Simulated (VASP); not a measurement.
# BaSnAu (P4/mmm) in VASP: single point with PBE

Aim: the single point of BaSnAu with PBE.

Everything below comes from runs of VASP 6.6.1. Logs are shortened: lines on timing, memory, paths and dates and some standing lists are left out, and cuts for length are marked.

## (1) The cell of the first run

It takes space group P4/mmm (No. 123, tetragonal). The conventional cell has a = 4.096 Å, b = 4.096 Å, c = 6.145 Å, α = 90.00°, β = 90.00°, γ = 90.00°. Ba (site symmetry 4/mmm) has 2 Au at 3.07 Å and 4 Ba at 4.10 Å and 8 Sn at 4.22 Å within 4.3 Å. Sn (site symmetry 4/mmm) has 4 Au at 2.90 Å within 3.8 Å. Au (site symmetry 4/mmm) has 4 Sn at 2.90 Å and 2 Ba at 3.07 Å within 3.8 Å.

The cell was built from a structure type or drawn by symmetry, and may not be a known phase.

## (2) Single point, PBE

INCAR

```
SYSTEM = BaSnAu
PREC = Accurate
ENCUT = 520
EDIFF = 1E-7
ISMEAR = 0
SIGMA = 0.1
LREAL = .FALSE.
LASPH = .TRUE.
NELM = 100
ALGO = Fast
ISIF = 2
LWAVE = .FALSE.
LCHARG = .TRUE.
GGA = PE
LELF = .TRUE.
LVHAR = .TRUE.
NBANDS = 24
```

KPOINTS

```
regular mesh
0
G
  12 12 8
  0 0 0
```

POSCAR

```
BaSnAu
1.0
    4.0959383957      0.0000000000      0.0000000000
    0.0000000000      4.0959383957      0.0000000000
    0.0000000000      0.0000000000      6.1451600785
Ba Sn Au
1 1 1
Direct
    0.0000000000      0.0000000000      0.0000000000
    0.5000000000      0.5000000000      0.5000000000
    0.0000000000      0.0000000000      0.5000000000
```

Potentials or basis: VASP PAW PBE potentials, release 64 (Ba_sv, Sn_d, Au).

Command:

```console
$ cat potpaw_PBE.64/Ba_sv/POTCAR potpaw_PBE.64/Sn_d/POTCAR potpaw_PBE.64/Au/POTCAR > POTCAR
$ mpirun -np 1 vasp_std > vasp.out
```

OUTCAR:

```text
SYSTEM = BaSnAu
   PREC = Accurate
   ENCUT = 520
   EDIFF = 1E-7
   ISMEAR = 0
   LREAL = .FALSE.
   LASPH = .TRUE.
   NELM = 100
   ISIF = 2
   GGA = PE

 ion  position               nearest neighbor table
   1  0.000  0.000  0.000-   3 3.07   3 3.07   2 4.22   2 4.22   2 4.22   2 4.22   2 4.22   2 4.22
                             2 4.22   2 4.22
   2  0.500  0.500  0.500-   3 2.90   3 2.90   3 2.90   3 2.90   1 4.22   1 4.22   1 4.22   1 4.22
                             1 4.22   1 4.22   1 4.22   1 4.22
   3  0.000  0.000  0.500-   2 2.90   2 2.90   2 2.90   2 2.90   1 3.07   1 3.07

  LATTYP: Found a simple tetragonal cell.
 ALAT       =     4.0959383957
 C/A-ratio  =     1.5003057871

  Lattice vectors:

 A1 = (   4.0959383957,   0.0000000000,   0.0000000000)
 A2 = (   0.0000000000,   4.0959383957,   0.0000000000)
 A3 = (   0.0000000000,   0.0000000000,   6.1451600785)

Analysis of symmetry for initial positions (statically):
=====================================================================
 Subroutine PRICEL returns:
 Original cell was already a primitive cell.

 Routine SETGRP: Setting up the symmetry group for a
 simple tetragonal supercell.

 Subroutine GETGRP returns: Found 16 space group operations
 (whereof 16 operations were pure point group operations)
 out of a pool of 16 trial point group operations.

The static configuration has the point symmetry D_4h.

Analysis of symmetry for dynamics (positions and initial velocities):
=====================================================================
 Subroutine PRICEL returns:
 Original cell was already a primitive cell.

 Routine SETGRP: Setting up the symmetry group for a
 simple tetragonal supercell.

 Subroutine GETGRP returns: Found 16 space group operations
 (whereof 16 operations were pure point group operations)
 out of a pool of 16 trial point group operations.

The dynamic configuration has the point symmetry D_4h.

 Subroutine INISYM returns: Found 16 space group operations
 (whereof 16 operations are pure point group operations),
 and found     1 'primitive' translations

----------------------------------------------------------------------------------------

                                     Primitive cell

  volume of cell :     103.0956

  direct lattice vectors                    reciprocal lattice vectors
     4.095938396  0.000000000  0.000000000     0.244144297  0.000000000  0.000000000
     0.000000000  4.095938396  0.000000000     0.000000000  0.244144297  0.000000000
     0.000000000  0.000000000  6.145160079     0.000000000  0.000000000  0.162729691

  length of vectors
     4.095938396  4.095938396  6.145160079     0.244144297  0.244144297  0.162729691

  position of ions in fractional coordinates (direct lattice)
     0.000000000  0.000000000  0.000000000
     0.500000000  0.500000000  0.500000000
     0.000000000  0.000000000  0.500000000

  ion indices of the primitive-cell ions
   primitive index   ion index
                 1           1
                 2           2
                 3           3

----------------------------------------------------------------------------------------

 KPOINTS: regular mesh

Automatic generation of k-mesh.
 Grid dimensions read from file:
 generate k-points for:   12   12    8

 Generating k-lattice:

  Cartesian coordinates                     Fractional coordinates (reciprocal lattice)
     0.020345358  0.000000000  0.000000000     0.083333333  0.000000000  0.000000000
     0.000000000  0.020345358  0.000000000     0.000000000  0.083333333  0.000000000
     0.000000000  0.000000000  0.020341211     0.000000000  0.000000000  0.125000000

  Length of vectors
     0.020345358  0.020345358  0.020341211

  Shift w.r.t. Gamma in fractional coordinates (k-lattice)
     0.000000000  0.000000000  0.000000000

 Subroutine IBZKPT returns following result:
 ===========================================

 Found    140 irreducible k-points:

 Following reciprocal coordinates:
            Coordinates               Weight
  0.000000  0.000000  0.000000      1.000000
  0.083333  0.000000  0.000000      4.000000
  0.166667  0.000000  0.000000      4.000000
  0.250000  0.000000  0.000000      4.000000
  0.333333  0.000000  0.000000      4.000000
  0.416667  0.000000  0.000000      4.000000
[... 16 lines left out ...]
  0.333333  0.333333  0.000000      4.000000
  0.416667  0.333333  0.000000      8.000000
 [... further k-points ...]
   k-points           NKPTS =    140   k-points in BZ     NKDIM =    140   number of bands    NBANDS=     24
   number of dos      NEDOS =    301   number of ions     NIONS =      3
   total plane-waves  NPLWV =  43200
   dimension x,y,z NGX =    30 NGY =   30 NGZ =   48
   dimension x,y,z NGXF=    60 NGYF=   60 NGZF=   96
   ions per type =               1   1   1
   NGX,Y,Z   is equivalent  to a cutoff of  12.18, 12.18, 12.99 a.u.
   NGXF,Y,Z  is equivalent  to a cutoff of  24.35, 24.35, 25.97 a.u.
 SYSTEM =  BaSnAu
   PREC   = accura    normal or accurate (medium, high low for compatibility)
   ISTART =      0    job   : 0-new  1-cont  2-samecut
   ICHARG =      2    charge: 1-file 2-atom 10-const
   ISPIN  =      1    spin polarized calculation?
   LNONCOLLINEAR =      F non collinear calculations
   LSORBIT =      F    spin-orbit coupling
   LASPH  =      T    aspherical Exc in radial PAW
   ENCUT  =  520.0 eV  38.22 Ry    6.18 a.u.   7.62  7.62 11.43*2*pi/ulx,y,z
   NELM   =    100;   NELMIN=  2; NELMDL= -5     # of ELM steps
   EDIFF  = 0.1E-06   stopping-criterion for ELM
   LREAL  =      F    real-space projection
   EDIFFG = 0.1E-05   stopping-criterion for IOM
   NSW    =      0    number of steps for IOM
   IBRION =     -1    ionic relax: 0-MD 1-quasi-New 2-CG
   NFREE  =      0    steps in history (QN), initial steepest desc. (CG)
   ISIF   =      2    stress and relaxation
   ISYM   =      2    0-nonsym 1-usesym 2-fastsym
   POTIM  = 0.5000    time-step for ionic-motion
   TEBEG  =    0.0;   TEEND  =   0.0 temperature during run
   PSTRESS=    0.0 pullay stress
   NELECT =      35.0000    total number of electrons
   NUPDOWN=      -1.0000    fix difference up-down
   EMIN   =  10.00;   EMAX   =-10.00  energy-range for DOS
   EFERMI =   0.00;   METHOD = LEGACY
   ISMEAR =     0;   SIGMA  =   0.10  broadening in eV -4-tet -1-fermi 0-gaus
   EFERMI_NEDOS =   21; number of points for ismear=-14 and -15
   IALGO  =     68    algorithm
   IMIX   =      4    mixing-type and parameters
     AMIX     =   0.40;   BMIX     =  1.00
     AMIX_MAG =   1.60;   BMIX_MAG =  1.00
  volume/ion in A,a.u.               =      34.37       231.91
  Fermi-wavevector in a.u.,A,eV,Ry     =   1.142048  2.158157 17.745705  1.304272
  Thomas-Fermi vector in A             =   2.278746
   LORBIT       =      0    0 simple, 1 ext, 2 COOP (PROOUT), +10 PAW based schemes
   GGA     = PE    functional components
   LHFCALC =     F    Hartree Fock is set to
   AEXX    =    0.0000 exact exchange contribution
   IVDW    =     0    specifies the selected vdW correction
   LEPSILON=     F    determine dielectric tensor
   LRPA    =     F    only Hartree local field effects (RPA)
 non-spin polarized calculation
 RMM-DIIS sequential band-by-band and
 Gauss-broadening in eV      SIGMA  =   0.10
  energy-cutoff  :      520.00
  volume of cell :      103.10
 maximum number of plane-waves:      2799
   NGX = 15   NGY = 15   NGZ = 23

 number of electron      34.9999997 magnetization

 Free energy of the ion-electron system (eV)
  ---------------------------------------------------
  ext. energy  EPLUGINS =         0.00000000
  ---------------------------------------------------
  free energy    TOTEN  =        -9.95355063 eV

  energy without entropy =       -9.94859815  energy(sigma->0) =       -9.95107439

 E-fermi :   4.6852     XC(G=0):  -9.1611

 val. band max:        4.6600942956   @ k =   0.4167   0.2500   0.1250
 cond. band min:       4.6993549892   @ k =   0.5000   0.2500   0.0000
 fundamental gap:      0.0392606936
 Fermi energy:         4.6851822122

 k-point     1 :       0.0000    0.0000    0.0000
  band No.  band energies     occupation
      1     -24.2649      2.00000
      2     -16.5917      2.00000
      3     -16.5746      2.00000
      4     -16.5187      2.00000
      5     -16.5137      2.00000
      6     -16.5137      2.00000
[... 16 lines left out ...]
     23       8.5059      0.00000
     24       9.3109      0.00000

 k-point     2 :       0.0833    0.0000    0.0000
  band No.  band energies     occupation
      1     -24.2623      2.00000
      2     -16.5912      2.00000
      3     -16.5732      2.00000
      4     -16.5179      2.00000
      5     -16.5141      2.00000
      6     -16.5136      2.00000
[... 16 lines left out ...]
     23       8.5292      0.00000
     24       9.1323      0.00000

 k-point     3 :       0.1667    0.0000    0.0000
  band No.  band energies     occupation
      1     -24.2552      2.00000
      2     -16.5897      2.00000
      3     -16.5697      2.00000
      4     -16.5157      2.00000
      5     -16.5152      2.00000
      6     -16.5134      2.00000
[... 16 lines left out ...]
     23       8.5956      0.00000
     24       8.7398      0.00000

 k-point     4 :       0.2500    0.0000    0.0000
  band No.  band energies     occupation
      1     -24.2455      2.00000
      2     -16.5876      2.00000
      3     -16.5650      2.00000
      4     -16.5167      2.00000
      5     -16.5131      2.00000
      6     -16.5124      2.00000
[... 16 lines left out ...]
     23       8.6827      0.00000
     24       8.6930      0.00000

 k-point     5 :       0.3333    0.0000    0.0000
  band No.  band energies     occupation
      1     -24.2358      2.00000
      2     -16.5856      2.00000
      3     -16.5606      2.00000
      4     -16.5183      2.00000
      5     -16.5128      2.00000
      6     -16.5088      2.00000
[... 16 lines left out ...]
     23       8.7998      0.00000
     24       9.2061      0.00000

 k-point     6 :       0.4167    0.0000    0.0000
  band No.  band energies     occupation
      1     -24.2287      2.00000
      2     -16.5842      2.00000
      3     -16.5575      2.00000
      4     -16.5194      2.00000
      5     -16.5126      2.00000
      6     -16.5060      2.00000
[... 16 lines left out ...]
     23       8.8874      0.00000
     24       9.3832      0.00000
[... 379 lines left out ...]
 k-point    21 :       0.4167    0.2500    0.0000
  band No.  band energies     occupation
      1     -24.2098      2.00000
      2     -16.5932      2.00000
      3     -16.5474      2.00000
      4     -16.5194      2.00000
      5     -16.5163      2.00000
      6     -16.5059      2.00000
[... 16 lines left out ...]
     23       8.0285      0.00000
     24       8.9577      0.00000

 k-point    22 :       0.5000    0.2500    0.0000
  band No.  band energies     occupation
      1     -24.2072      2.00000
      2     -16.5936      2.00000
      3     -16.5463      2.00000
      4     -16.5198      2.00000
      5     -16.5162      2.00000
      6     -16.5053      2.00000
[... 16 lines left out ...]
     23       7.8340      0.00000
     24       9.2782      0.00000

 k-point    23 :       0.3333    0.3333    0.0000
  band No.  band energies     occupation
      1     -24.2074      2.00000
      2     -16.5955      2.00000
      3     -16.5459      2.00000
      4     -16.5183      2.00000
      5     -16.5179      2.00000
      6     -16.5064      2.00000
[... 16 lines left out ...]
     23       7.9084      0.00000
     24       8.2546      0.00000

 k-point    24 :       0.4167    0.3333    0.0000
  band No.  band energies     occupation
      1     -24.2004      2.00000
      2     -16.5977      2.00000
      3     -16.5426      2.00000
      4     -16.5194      2.00000
      5     -16.5181      2.00000
      6     -16.5056      2.00000
[... 16 lines left out ...]
     23       8.0548      0.00000
     24       9.1378      0.00000

 [... further k-points ...]
[... 5 lines left out ...]
  --------------------------------------------------------------------------------------
  -------------------------------------------------------------------------------------
  Total        0.0024548      0.0024548      0.5953340      0.0000000      0.0000000      0.0000000
  in kB        0.0381492      0.0381492      9.2519068      0.0000000      0.0000000      0.0000000
  external PRESSURE =       3.1094018 kB  Pullay stress =       0.0000000 kB

 VOLUME and BASIS-vectors are now :
 -----------------------------------------------------------------------------
  energy-cutoff  :      520.00
  volume of cell :      103.10
      direct lattice vectors                 reciprocal lattice vectors
     4.095938396  0.000000000  0.000000000     0.244144297  0.000000000  0.000000000
     0.000000000  4.095938396  0.000000000     0.000000000  0.244144297  0.000000000
     0.000000000  0.000000000  6.145160079     0.000000000  0.000000000  0.162729691

 POSITION                                       TOTAL-FORCE (eV/Angst)
 -----------------------------------------------------------------------------------
      0.00000      0.00000      0.00000         0.000000      0.000000      0.000000
      2.04797      2.04797      3.07258         0.000000      0.000000      0.000000
      0.00000      0.00000      3.07258         0.000000      0.000000      0.000000
 -----------------------------------------------------------------------------------
    total drift:                                0.000000      0.000000      0.000000

  FREE ENERGIE OF THE ION-ELECTRON SYSTEM (eV)
  ---------------------------------------------------
  free  energy   TOTEN  =        -9.9535506281 eV

  energy  without entropy=       -9.9485981532  energy(sigma->0) =       -9.95107439
```

It took 11 min on 1 thread of Intel Xeon Platinum 8559C (Emerald Rapids), shared host; peak memory 0.5 GiB.

What came out:

```
Free energy            : -9.9536 eV
Pressure               : 0.3 GPa
Band gap on the k mesh : zero (an odd number of electrons rules out a gap without spin polarisation)
```

Levels at points of the mesh, in eV from the Fermi level:
```tsv
k point	band 15	band 16	band 17	band 18	band 19	band 20
(0.00, 0.00, 0.00)	-4.34	-1.29	-1.05	0.54	0.80	0.80
(0.50, 0.00, 0.00)	-4.41	-3.85	-0.24	0.48	2.43	2.54
(0.50, 0.50, 0.00)	-2.67	-2.33	-2.31	-2.31	0.26	0.56
(0.00, 0.00, 0.50)	-4.01	-3.02	0.29	0.37	0.37	0.48
(0.50, 0.00, 0.50)	-4.14	-3.43	-0.25	-0.18	1.04	1.62
(0.50, 0.50, 0.50)	-2.69	-2.69	-2.16	-1.86	-1.45	1.25
```

Caveat: spin-orbit coupling is left out, which moves the levels of the heavy elements.
